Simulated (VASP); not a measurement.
# MoS2 in VASP: a series of runs, part 2 of 2

VASP 6.6.1. The steps go on from the part before.

## 3. Single point, PBEsol

This run uses another cell than the first one.

Contents of INCAR:

```
SYSTEM = MoS2
PREC = Accurate
ENCUT = 520
EDIFF = 1E-6
ISMEAR = -1
SIGMA = 0.05
LREAL = .False.
LASPH = .True.
NELM = 80
ALGO = Normal
ISIF = 2
LWAVE = .False.
LCHARG = .False.
GGA = PS
NBANDS = 35
```

Contents of KPOINTS:

```
regular mesh
0
Gamma
  8 8 2
  0 0 0
```

Contents of POSCAR:

```
MoS2
1.0
    3.1845414560      0.0000000000      0.0000000000
   -1.5922707280      2.7578938003      0.0000000000
    0.0000000000      0.0000000000     20.8037133312
Mo S
2 4
Direct
    0.3333333333      0.6666666667      0.8511602300
    0.6666666667      0.3333333333      0.1488397700
    0.6666666667      0.3333333333      0.7796253900
    0.3333333333      0.6666666667      0.0772510000
    0.6666666667      0.3333333333      0.9227490000
    0.3333333333      0.6666666667      0.2203746100
```

Potentials or basis: VASP PAW PBE potentials, release 64 (Mo_sv, S).

Launch:

```sh
$ cat potpaw_PBE.64/Mo_sv/POTCAR potpaw_PBE.64/S/POTCAR > POTCAR
$ mpirun -np 1 vasp_std > vasp.out
```

OUTCAR:

```text
SYSTEM = MoS2
   PREC = Accurate
   ENCUT = 520
   EDIFF = 1E-6
   ISMEAR = -1
   LREAL = .False.
   LASPH = .True.
   NELM = 80
   ISIF = 2
   GGA = PS

 ion  position               nearest neighbor table
   1  0.333  0.667  0.851-   3 2.37   3 2.37   3 2.37   5 2.37   5 2.37   5 2.37
   2  0.667  0.333  0.149-   6 2.37   6 2.37   6 2.37   4 2.37   4 2.37   4 2.37
   3  0.667  0.333  0.780-   1 2.37   1 2.37   1 2.37
   4  0.333  0.667  0.077-   2 2.37   2 2.37   2 2.37
   5  0.667  0.333  0.923-   1 2.37   1 2.37   1 2.37
   6  0.333  0.667  0.220-   2 2.37   2 2.37   2 2.37

  LATTYP: Found a hexagonal cell.
 ALAT       =     3.1845414560
 C/A-ratio  =     6.5327186405

  Lattice vectors:

 A1 = (   3.1845414560,   0.0000000000,   0.0000000000)
 A2 = (  -1.5922707280,   2.7578938003,   0.0000000000)
 A3 = (   0.0000000000,   0.0000000000,  20.8037133312)

Analysis of symmetry for initial positions (statically):
=====================================================================
 Subroutine PRICEL returns:
[... 177 lines left out ...]
 cond. band min:       3.1065833122   @ k =   0.3750   0.2500   0.0000
 fundamental gap:      0.9585719810
 Fermi energy:         2.5667026378

 k-point     1 :       0.0000    0.0000    0.0000
  band No.  band energies     occupation
      1     -59.2717      2.00000
      2     -59.2717      2.00000
      3     -33.4695      2.00000
      4     -33.4695      2.00000
      5     -33.2772      2.00000
      6     -33.2772      2.00000
[... 749 lines left out ...]
     34       6.5159      0.00000
     35       8.3141      0.00000

------------------------ aborting loop because EDIFF is reached ----------------------------------------

  FORCE on cell =-STRESS in cart. coord.  units (eV):
  Direction    XX          YY          ZZ          XY          YZ          ZX
  --------------------------------------------------------------------------------------
  -------------------------------------------------------------------------------------
  Total       -0.0594028     -0.0594028      6.7437969     -0.0000000      0.0000000     -0.0000000
  in kB       -0.5208970     -0.5208970     59.1357025     -0.0000000      0.0000000     -0.0000000
  external PRESSURE =      19.3646362 kB  Pullay stress =       0.0000000 kB

 VOLUME and BASIS-vectors are now :
 -----------------------------------------------------------------------------
  energy-cutoff  :      520.00
  volume of cell :      182.71
      direct lattice vectors                 reciprocal lattice vectors
     3.184541456  0.000000000  0.000000000     0.314016952  0.181297771  0.000000000
    -1.592270728  2.757893800  0.000000000     0.000000000  0.362595543  0.000000000
     0.000000000  0.000000000 20.803713331     0.000000000  0.000000000  0.048068342

 POSITION                                       TOTAL-FORCE (eV/Angst)
 -----------------------------------------------------------------------------------
     -0.00000      1.83860     17.70729         0.000000     -0.000000      0.001904
      1.59227      0.91930      3.09642        -0.000000      0.000000     -0.001904
      1.59227      0.91930     16.21910         0.000000      0.000000     -1.141844
     -0.00000      1.83860      1.60711         0.000000      0.000000     -1.140576
      1.59227      0.91930     19.19661        -0.000000      0.000000      1.140576
     -0.00000      1.83860      4.58461        -0.000000     -0.000000      1.141844
 -----------------------------------------------------------------------------------
    total drift:                                0.000000     -0.000000      0.000000

  FREE ENERGIE OF THE ION-ELECTRON SYSTEM (eV)
  ---------------------------------------------------
  free  energy   TOTEN  =       -46.7207995135 eV

  energy  without entropy=      -46.7207918259  energy(sigma->0) =      -46.72079567
```

stdout:

```text
POSCAR found type information on POSCAR MoS
 POSCAR found :  2 types and       6 ions
 scaLAPACK will be used
 -----------------------------------------------------------------------------
|                                                                             |
|                                                                             |
|     You enforced a specific xc type in the INCAR file but a different       |
|     I HOPE YOU KNOW WHAT YOU ARE DOING!                                     |
|                                                                             |
 -----------------------------------------------------------------------------

 LDA part: xc-table for (Slater+PW92), standard interpolation
 POSCAR, INCAR and KPOINTS ok, starting setup
 FFT: planning ... GRIDC
 FFT: planning ... GRID_SOFT
 FFT: planning ... GRID
 WAVECAR not read
 entering main loop
```

It took 4 min on 1 thread of Intel Xeon 8259CL, shared host; peak memory 0.34 GiB.

What came out:

```
Free energy            : -46.7208 eV
Largest force          : 1.142 eV/Å
Band gap on the k mesh : 0.96 eV (least direct gap 1.89 eV)
```

Forces on the atoms (eV/Å):
```
Mo   0.000  0.000  0.002
Mo   0.000  0.000 -0.002
S    0.000  0.000 -1.142
S    0.000  0.000 -1.141
S    0.000  0.000  1.141
S    0.000  0.000  1.142
```

Caveat: there is no dipole correction, which matters where the two faces differ; the PAW data sets were made with another functional, which shifts forces and pressure a little.

## 4. Single point, PBE

This run uses another cell than the first one.

Contents of INCAR:

```
PREC = Accurate
ENCUT = 520
EDIFF = 1E-7
ISMEAR = -1
SIGMA = 0.05
LREAL = False
LASPH = True
NELM = 60
ALGO = Normal
ISIF = 2
LWAVE = False
LCHARG = False
GGA = PE
NBANDS = 35
```

Contents of KPOINTS:

```
regular mesh
0
Gamma
  10 10 2
```

Changes to POSCAR since step 3:

```diff
@@ -2,5 +2,5 @@
 1.0
-    3.1845414560      0.0000000000      0.0000000000
-   -1.5922707280      2.7578938003      0.0000000000
-    0.0000000000      0.0000000000     20.8037133312
+    3.1195325729      0.0000000000      0.0000000000
+   -1.5597662865      2.7015944561      0.0000000000
+    0.0000000000      0.0000000000     21.2281547802
 Mo S
```

Potentials or basis: VASP PAW PBE potentials, release 64 (Mo_sv, S).

Launch:

```sh
$ cat potpaw_PBE.64/Mo_sv/POTCAR potpaw_PBE.64/S/POTCAR > POTCAR
$ mpirun -np 1 vasp_std > vasp.out
```

OUTCAR:

```text
PREC = Accurate
   ENCUT = 520
   EDIFF = 1E-7
   ISMEAR = -1
   LREAL = False
   LASPH = True
   NELM = 60
   ISIF = 2
   GGA = PE

 ion  position               nearest neighbor table
   1  0.333  0.667  0.851-   3 2.36   3 2.36   3 2.36   5 2.36   5 2.36   5 2.36
   2  0.667  0.333  0.149-   6 2.36   6 2.36   6 2.36   4 2.36   4 2.36   4 2.36
   3  0.667  0.333  0.780-   1 2.36   1 2.36   1 2.36
   4  0.333  0.667  0.077-   2 2.36   2 2.36   2 2.36
   5  0.667  0.333  0.923-   1 2.36   1 2.36   1 2.36
   6  0.333  0.667  0.220-   2 2.36   2 2.36   2 2.36

  LATTYP: Found a hexagonal cell.
[... 1117 lines left out ...]
  -------------------------------------------------------------------------------------
  Total        6.8620888      6.8620888      8.4014189     -0.0000000      0.0000000     -0.0000000
  in kB       61.4532686     61.4532686     75.2387020     -0.0000000      0.0000000     -0.0000000
  external PRESSURE =      66.0484131 kB  Pullay stress =       0.0000000 kB

 VOLUME and BASIS-vectors are now :
 -----------------------------------------------------------------------------
  energy-cutoff  :      520.00
  volume of cell :      178.90
      direct lattice vectors                 reciprocal lattice vectors
     3.119532573  0.000000000  0.000000000     0.320560846  0.185075891  0.000000000
    -1.559766286  2.701594456  0.000000000     0.000000000  0.370151781  0.000000000
     0.000000000  0.000000000 21.228154780     0.000000000  0.000000000  0.047107250

 POSITION                                       TOTAL-FORCE (eV/Angst)
 -----------------------------------------------------------------------------------
     -0.00000      1.80106     18.06856        -0.000000     -0.000000     -0.001152
      1.55977      0.90053      3.15959         0.000000      0.000000      0.001152
      1.55977      0.90053     16.55001        -0.000000     -0.000000     -1.345427
     -0.00000      1.80106      1.63990         0.000000     -0.000000     -1.264125
      1.55977      0.90053     19.58826        -0.000000      0.000000      1.264125
     -0.00000      1.80106      4.67815         0.000000      0.000000      1.345427
 -----------------------------------------------------------------------------------
    total drift:                                0.000000     -0.000000      0.000000

  FREE ENERGIE OF THE ION-ELECTRON SYSTEM (eV)
  ---------------------------------------------------
  free  energy   TOTEN  =       -43.4379239273 eV

  energy  without entropy=      -43.4379238847  energy(sigma->0) =      -43.43792391
```

OSZICAR:

```text
N       E                     dE             d eps       ncg     rms          rms(c)
DAV:   1     0.454606860300E+03    0.45461E+03   -0.28270E+04  2248   0.131E+03
DAV:   2    -0.186088219870E+02   -0.47322E+03   -0.45846E+03  2460   0.337E+02
DAV:   3    -0.454619895168E+02   -0.26853E+02   -0.26393E+02  2448   0.738E+01
[... 15 lines left out ...]
DAV:  19    -0.434379125331E+02   -0.27874E-04   -0.95333E-07  1916   0.287E-03    0.237E-03
DAV:  20    -0.434379215421E+02   -0.90090E-05   -0.28400E-07  1807   0.141E-03    0.244E-03
DAV:  21    -0.434379231082E+02   -0.15662E-05   -0.45850E-08  1485   0.700E-04    0.147E-03
DAV:  22    -0.434379238009E+02   -0.69268E-06   -0.35680E-08  1489   0.581E-04    0.361E-04
DAV:  23    -0.434379239281E+02   -0.12720E-06   -0.90313E-09  1325   0.265E-04    0.456E-04
DAV:  24    -0.434379239273E+02    0.80308E-09   -0.88217E-10  1208   0.111E-04
   1 F= -.43437924E+02 E0= -.43437924E+02  d E =-.426127E-07
```

stdout:

```text
POSCAR found type information on POSCAR MoS
 POSCAR found :  2 types and       6 ions
 scaLAPACK will be used
 LDA part: xc-table for (Slater+PW92), standard interpolation
 POSCAR, INCAR and KPOINTS ok, starting setup
 FFT: planning ... GRIDC
 FFT: planning ... GRID_SOFT
 FFT: planning ... GRID
 WAVECAR not read
 entering main loop
```

It took 6.2 min on 1 thread of Intel Xeon 8259CL, shared host; peak memory 0.37 GiB.

What came out:

```yaml
Free_energy: -43.4379 eV
Largest_force: 1.345 eV/Å
Band_gap_on_the_k_mesh: 1.49 eV (least direct gap 2.06 eV)
```

Forces on the atoms (eV/Å):
```
Mo   0.000  0.000 -0.001
Mo   0.000  0.000  0.001
S    0.000  0.000 -1.345
S    0.000  0.000 -1.264
S    0.000  0.000  1.264
S    0.000  0.000  1.345
```

Caveat: there is no dipole correction, which matters where the two faces differ.

## 5. The runs side by side

```csv
level,cell,k mesh,gap on the mesh (eV),largest force (eV/Å)
PBEsol,"a = 3.185, b = 3.185, c = 22.537 Å, angles 90.0, 90.0, 120.0°, 6 atoms",8 × 8 × 1,1.64,1.21
PBEsol,"a = 3.185, b = 3.185, c = 20.804 Å, angles 90.0, 90.0, 120.0°, 6 atoms",8 × 8 × 2,0.96,1.14
PBE,"a = 3.120, b = 3.120, c = 21.228 Å, angles 90.0, 90.0, 120.0°, 6 atoms",10 × 10 × 2,1.49,1.35
```

Alike in all rows: task single point; potentials or basis VASP PAW PBE potentials, release 64 (Mo_sv, S); no spin polarisation; cutoff (eV) 520; smearing fermi-dirac 0.05 eV.

Caveats: there is no dipole correction, which matters where the two faces differ; the PAW data sets were made with another functional, which shifts forces and pressure a little (at least some runs).

Absolute energies hang on the potentials; compare differences alone.
